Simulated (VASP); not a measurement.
# Ga (Pm-3m) in VASP: further runs

Runs on Ga. Level: PBE. Tasks: single point.

Everything below comes from runs of VASP 6.6.1. Logs are shortened: lines on timing, memory, paths and dates and some standing lists are left out, and cuts for length are marked.

## (1) The cell of the first run

Symmetry: Pm-3m, No. 221, cubic system. The conventional cell has a = 3.920 Å, b = 3.920 Å, c = 3.920 Å, α = 90.00°, β = 90.00°, γ = 90.00°. Ga (site symmetry 4/mmm) has 8 Ga at 2.77 Å within 3.7 Å.

## (2) Single point, PBE

Contents of INCAR:

```
PREC = Accurate
ENCUT = 520
EDIFF = 1E-7
ISMEAR = 0
SIGMA = 0.1
LREAL = False
LASPH = True
NELM = 60
ALGO = Normal
ISIF = 2
LWAVE = False
LCHARG = False
GGA = PE
NBANDS = 26
```

Contents of KPOINTS:

```
regular mesh
0
Gamma
  4 4 4
```

Contents of POSCAR:

```
Ga
1.0
    3.9202536200      0.0000000000      0.0000000000
    0.0000000000      3.9202536200      0.0000000000
    0.0000000000      0.0000000000      3.9202536200
Ga
3
Direct
    0.0000000000      0.5000000000      0.5000000000
    0.5000000000      0.0000000000      0.5000000000
    0.5000000000      0.5000000000      0.0000000000
```

Potentials or basis: VASP PAW PBE potentials, release 64 (Ga_d).

Launch:

```sh
> cat potpaw_PBE.64/Ga_d/POTCAR > POTCAR
> mpirun -np 1 vasp_std > vasp.out
```

OUTCAR:

```text
PREC = Accurate
   ENCUT = 520
   EDIFF = 1E-7
   ISMEAR = 0
   LREAL = False
   LASPH = True
   NELM = 60
   ISIF = 2
   GGA = PE

 ion  position               nearest neighbor table
   1  0.000  0.500  0.500-   2 2.77   3 2.77   3 2.77   2 2.77   2 2.77   3 2.77   3 2.77   2 2.77

   2  0.500  0.000  0.500-   1 2.77   3 2.77   3 2.77   1 2.77   3 2.77   3 2.77   1 2.77   1 2.77

   3  0.500  0.500  0.000-   1 2.77   2 2.77   1 2.77   2 2.77   2 2.77   2 2.77   1 2.77   1 2.77

  LATTYP: Found a simple cubic cell.
 ALAT       =     3.9202536200

  Lattice vectors:

 A1 = (   3.9202536200,   0.0000000000,   0.0000000000)
 A2 = (   0.0000000000,   3.9202536200,   0.0000000000)
 A3 = (   0.0000000000,   0.0000000000,   3.9202536200)

Analysis of symmetry for initial positions (statically):
=====================================================================
 Subroutine PRICEL returns:
 Original cell was already a primitive cell.

 Routine SETGRP: Setting up the symmetry group for a
 simple cubic supercell.

 Subroutine GETGRP returns: Found 48 space group operations
 (whereof 48 operations were pure point group operations)
 out of a pool of 48 trial point group operations.

The static configuration has the point symmetry O_h .

Analysis of symmetry for dynamics (positions and initial velocities):
=====================================================================
 Subroutine PRICEL returns:
 Original cell was already a primitive cell.

 Routine SETGRP: Setting up the symmetry group for a
 simple cubic supercell.

 Subroutine GETGRP returns: Found 48 space group operations
 (whereof 48 operations were pure point group operations)
 out of a pool of 48 trial point group operations.

The dynamic configuration has the point symmetry O_h .

 Subroutine INISYM returns: Found 48 space group operations
 (whereof 48 operations are pure point group operations),
 and found     1 'primitive' translations

----------------------------------------------------------------------------------------

                                     Primitive cell

  volume of cell :      60.2480

  direct lattice vectors                    reciprocal lattice vectors
     3.920253620  0.000000000  0.000000000     0.255085537  0.000000000  0.000000000
     0.000000000  3.920253620  0.000000000     0.000000000  0.255085537  0.000000000
     0.000000000  0.000000000  3.920253620     0.000000000  0.000000000  0.255085537

  length of vectors
     3.920253620  3.920253620  3.920253620     0.255085537  0.255085537  0.255085537

  position of ions in fractional coordinates (direct lattice)
     0.000000000  0.500000000  0.500000000
     0.500000000  0.000000000  0.500000000
     0.500000000  0.500000000  0.000000000

  ion indices of the primitive-cell ions
   primitive index   ion index
                 1           1
                 2           2
                 3           3

----------------------------------------------------------------------------------------

 KPOINTS: regular mesh

Automatic generation of k-mesh.
 Grid dimensions read from file:
 generate k-points for:    4    4    4

 Generating k-lattice:

  Cartesian coordinates                     Fractional coordinates (reciprocal lattice)
     0.063771384  0.000000000  0.000000000     0.250000000  0.000000000  0.000000000
     0.000000000  0.063771384  0.000000000     0.000000000  0.250000000  0.000000000
     0.000000000  0.000000000  0.063771384     0.000000000  0.000000000  0.250000000

  Length of vectors
     0.063771384  0.063771384  0.063771384

  Shift w.r.t. Gamma in fractional coordinates (k-lattice)
     0.000000000  0.000000000  0.000000000

 Subroutine IBZKPT returns following result:
 ===========================================

 Found     10 irreducible k-points:

 Following reciprocal coordinates:
            Coordinates               Weight
  0.000000  0.000000  0.000000      1.000000
  0.250000  0.000000  0.000000      6.000000
  0.500000  0.000000  0.000000      3.000000
  0.250000  0.250000  0.000000     12.000000
  0.500000  0.250000  0.000000     12.000000
  0.500000  0.500000  0.000000      3.000000
  0.250000  0.250000  0.250000      8.000000
  0.500000  0.250000  0.250000     12.000000
  0.500000  0.500000  0.250000      6.000000
  0.500000  0.500000  0.500000      1.000000
   k-points           NKPTS =     10   k-points in BZ     NKDIM =     10   number of bands    NBANDS=     26
   number of dos      NEDOS =    301   number of ions     NIONS =      3
   total plane-waves  NPLWV =  27000
   dimension x,y,z NGX =    30 NGY =   30 NGZ =   30
   dimension x,y,z NGXF=    60 NGYF=   60 NGZF=   60
   ions per type =               3
   NGX,Y,Z   is equivalent  to a cutoff of  12.72, 12.72, 12.72 a.u.
   NGXF,Y,Z  is equivalent  to a cutoff of  25.44, 25.44, 25.44 a.u.
 SYSTEM =  unknown system
   PREC   = accura    normal or accurate (medium, high low for compatibility)
   ISTART =      0    job   : 0-new  1-cont  2-samecut
   ICHARG =      2    charge: 1-file 2-atom 10-const
   ISPIN  =      1    spin polarized calculation?
   LNONCOLLINEAR =      F non collinear calculations
   LSORBIT =      F    spin-orbit coupling
   LASPH  =      T    aspherical Exc in radial PAW
   ENCUT  =  520.0 eV  38.22 Ry    6.18 a.u.   7.29  7.29  7.29*2*pi/ulx,y,z
   NELM   =     60;   NELMIN=  2; NELMDL= -5     # of ELM steps
   EDIFF  = 0.1E-06   stopping-criterion for ELM
   LREAL  =      F    real-space projection
   EDIFFG = 0.1E-05   stopping-criterion for IOM
   NSW    =      0    number of steps for IOM
   IBRION =     -1    ionic relax: 0-MD 1-quasi-New 2-CG
   NFREE  =      0    steps in history (QN), initial steepest desc. (CG)
   ISIF   =      2    stress and relaxation
   ISYM   =      2    0-nonsym 1-usesym 2-fastsym
   POTIM  = 0.5000    time-step for ionic-motion
   TEBEG  =    0.0;   TEEND  =   0.0 temperature during run
   PSTRESS=    0.0 pullay stress
   NELECT =      39.0000    total number of electrons
   NUPDOWN=      -1.0000    fix difference up-down
   EMIN   =  10.00;   EMAX   =-10.00  energy-range for DOS
   EFERMI =   0.00;   METHOD = LEGACY
   ISMEAR =     0;   SIGMA  =   0.10  broadening in eV -4-tet -1-fermi 0-gaus
   EFERMI_NEDOS =   21; number of points for ismear=-14 and -15
   IALGO  =     38    algorithm
   IMIX   =      4    mixing-type and parameters
     AMIX     =   0.40;   BMIX     =  1.00
     AMIX_MAG =   1.60;   BMIX_MAG =  1.00
  volume/ion in A,a.u.               =      20.08       135.52
  Fermi-wavevector in a.u.,A,eV,Ry     =   1.416170  2.676174 27.287012  2.005539
  Thomas-Fermi vector in A             =   2.537533
   LORBIT       =      0    0 simple, 1 ext, 2 COOP (PROOUT), +10 PAW based schemes
   GGA     = PE    functional components
   LHFCALC =     F    Hartree Fock is set to
   AEXX    =    0.0000 exact exchange contribution
   IVDW    =     0    specifies the selected vdW correction
   LEPSILON=     F    determine dielectric tensor
   LRPA    =     F    only Hartree local field effects (RPA)
 non-spin polarized calculation
 Gauss-broadening in eV      SIGMA  =   0.10
  energy-cutoff  :      520.00
  volume of cell :       60.25
 maximum number of plane-waves:      1647
 NGX is ok and might be reduce to    30
   NGX = 15   NGY = 15   NGZ = 15

 number of electron      38.9999967 magnetization

 Free energy of the ion-electron system (eV)
  ---------------------------------------------------
  ext. energy  EPLUGINS =         0.00000000
  ---------------------------------------------------
  free energy    TOTEN  =        -8.27685783 eV

  energy without entropy =       -8.25701757  energy(sigma->0) =       -8.26693770

 E-fermi :   4.7254     XC(G=0): -10.5466

 val. band max:        4.6849766391   @ k =   0.2500   0.2500   0.0000
 cond. band min:       4.8012635531   @ k =   0.5000   0.5000   0.2500
 fundamental gap:      0.1162869140
 Fermi energy:         4.7253594427

 k-point     1 :       0.0000    0.0000    0.0000
  band No.  band energies     occupation
      1     -10.4363      2.00000
      2     -10.3894      2.00000
      3     -10.3894      2.00000
      4     -10.3894      2.00000
      5     -10.2287      2.00000
      6     -10.2287      2.00000
[... 18 lines left out ...]
     25      11.7435      0.00000
     26      14.4661      0.00000

 k-point     2 :       0.2500    0.0000    0.0000
  band No.  band energies     occupation
      1     -10.3757      2.00000
      2     -10.3677      2.00000
      3     -10.3175      2.00000
      4     -10.3175      2.00000
      5     -10.2154      2.00000
      6     -10.1751      2.00000
[... 18 lines left out ...]
     25      10.9131      0.00000
     26      11.8063      0.00000

 k-point     3 :       0.5000    0.0000    0.0000
  band No.  band energies     occupation
      1     -10.3609      2.00000
      2     -10.2764      2.00000
      3     -10.1922      2.00000
      4     -10.1574      2.00000
      5     -10.1574      2.00000
      6     -10.1052      2.00000
[... 18 lines left out ...]
     25       9.5273      0.00000
     26      14.3289      0.00000

 k-point     4 :       0.2500    0.2500    0.0000
  band No.  band energies     occupation
      1     -10.3312      2.00000
      2     -10.3306      2.00000
      3     -10.2803      2.00000
      4     -10.2644      2.00000
      5     -10.1857      2.00000
      6     -10.1348      2.00000
[... 18 lines left out ...]
     25      11.2471      0.00000
     26      11.4037      0.00000
[... 90 lines left out ...]
      1     -10.3131      2.00000
      2     -10.2356      2.00000
      3     -10.2187      2.00000
      4     -10.1976      2.00000
      5     -10.1875      2.00000
      6     -10.1591      2.00000
[... 18 lines left out ...]
     25      12.9615      0.00000
     26      13.4374      0.00000

 k-point     9 :       0.5000    0.5000    0.2500
  band No.  band energies     occupation
      1     -10.2716      2.00000
      2     -10.2716      2.00000
      3     -10.2706      2.00000
      4     -10.2037      2.00000
      5     -10.1866      2.00000
      6     -10.1866      2.00000
[... 18 lines left out ...]
     25      14.3700      0.00000
     26      14.3700      0.00000

 k-point    10 :       0.5000    0.5000    0.5000
  band No.  band energies     occupation
      1     -10.3108      2.00000
      2     -10.3108      2.00000
      3     -10.3108      2.00000
      4     -10.2432      2.00000
      5     -10.2032      2.00000
      6     -10.2032      2.00000
[... 18 lines left out ...]
     25      17.1555      0.00000
     26      18.1231      0.00000

------------------------ aborting loop because EDIFF is reached ----------------------------------------

  FORCE on cell =-STRESS in cart. coord.  units (eV):
  Direction    XX          YY          ZZ          XY          YZ          ZX
  --------------------------------------------------------------------------------------
  -------------------------------------------------------------------------------------
  Total        0.3917202      0.3917202      0.3917202     -0.0000000     -0.0000000      0.0000000
  in kB       10.4170332     10.4170332     10.4170332     -0.0000000     -0.0000000      0.0000000
  external PRESSURE =      10.4170332 kB  Pullay stress =       0.0000000 kB

 VOLUME and BASIS-vectors are now :
 -----------------------------------------------------------------------------
  energy-cutoff  :      520.00
  volume of cell :       60.25
      direct lattice vectors                 reciprocal lattice vectors
     3.920253620  0.000000000  0.000000000     0.255085537  0.000000000  0.000000000
     0.000000000  3.920253620  0.000000000     0.000000000  0.255085537  0.000000000
     0.000000000  0.000000000  3.920253620     0.000000000  0.000000000  0.255085537

 POSITION                                       TOTAL-FORCE (eV/Angst)
 -----------------------------------------------------------------------------------
      0.00000      1.96013      1.96013         0.000000      0.000000      0.000000
      1.96013      0.00000      1.96013         0.000000      0.000000      0.000000
      1.96013      1.96013      0.00000         0.000000      0.000000      0.000000
 -----------------------------------------------------------------------------------
    total drift:                                0.000000      0.000000     -0.000000

  FREE ENERGIE OF THE ION-ELECTRON SYSTEM (eV)
  ---------------------------------------------------
  free  energy   TOTEN  =        -8.2768578303 eV

  energy  without entropy=       -8.2570175682  energy(sigma->0) =       -8.26693770
```

Wall time 33 s (1 thread of AMD EPYC 7R13, shared host); peak memory 0.13 GiB.

What came out:

| Property | Result |
| --- | --- |
| Free energy | -8.2769 eV |
| Pressure | 1.0 GPa |

Levels at points of the mesh, in eV from the Fermi level:
| k point | band 16 | band 17 | band 18 | band 19 | band 20 | band 21 | band 22 | band 23 |
| --- | --- | --- | --- | --- | --- | --- | --- | --- |
| (0.00, 0.00, 0.00) | -10.82 | -1.30 | -1.30 | -1.30 | -0.85 | -0.85 | 3.66 | 7.02 |
| (0.50, 0.00, 0.00) | -9.08 | -7.42 | 0.28 | 0.43 | 0.43 | 2.82 | 2.82 | 3.05 |
| (0.50, 0.50, 0.00) | -7.12 | -5.97 | -5.97 | -3.01 | 2.82 | 3.32 | 3.61 | 3.61 |
| (0.50, 0.50, 0.50) | -4.67 | -4.33 | -4.33 | -4.33 | -2.22 | -2.22 | -2.22 | 3.19 |

Caveat: the k points lie up to 0.40 Å⁻¹ apart.

## (3) Single point, PBE

This run uses another cell than the first one, of 20.43 Å³/atom, 1.017 times its volume.

Contents of INCAR:

```
PREC = Accurate
ENCUT = 520
EDIFF = 1E-6
ISMEAR = 0
SIGMA = 0.1
LREAL = F
LASPH = T
NELM = 60
ALGO = Fast
ISIF = 2
LWAVE = F
LCHARG = T
GGA = PE
LELF = T
LVHAR = T
NBANDS = 26
```

KPOINTS is that of step 2.

Contents of POSCAR:

```
Ga
1.0
    3.9424164048      0.0000000000      0.0000000000
    0.0000000000      3.9424164048      0.0000000000
    0.0000000000      0.0000000000      3.9424164048
Ga
3
Direct
    0.0000000000      0.5000000000      0.5000000000
    0.5000000000      0.0000000000      0.5000000000
    0.5000000000      0.5000000000      0.0000000000
```

Potentials or basis: VASP PAW PBE potentials, release 64 (Ga_d).

Launch:

```sh
> cat potpaw_PBE.64/Ga_d/POTCAR > POTCAR
> mpirun -np 1 vasp_std > vasp.out
```

Wall time 37 s (1 thread of AMD EPYC 7R13, shared host); peak memory 0.13 GiB.

It converged, with:

```
Free energy : -8.2806 eV
Pressure    : 0.1 GPa
```

Levels at points of the mesh, in eV from the Fermi level:
```tsv
k point	band 15	band 16	band 17	band 18	band 19	band 20	band 21	band 22	band 23	band 24
(0.00, 0.00, 0.00)	-14.53	-10.71	-1.27	-1.27	-1.27	-0.92	-0.92	3.66	6.92	6.92
(0.50, 0.00, 0.00)	-14.53	-8.99	-7.34	0.17	0.43	0.43	2.80	2.80	3.02	3.56
(0.50, 0.50, 0.00)	-14.69	-7.05	-5.94	-5.94	-2.95	2.78	3.22	3.56	3.56	5.03
(0.50, 0.50, 0.50)	-14.57	-4.59	-4.34	-4.34	-4.34	-2.17	-2.17	-2.17	3.20	12.24
```

Caveat: the k points lie up to 0.40 Å⁻¹ apart.
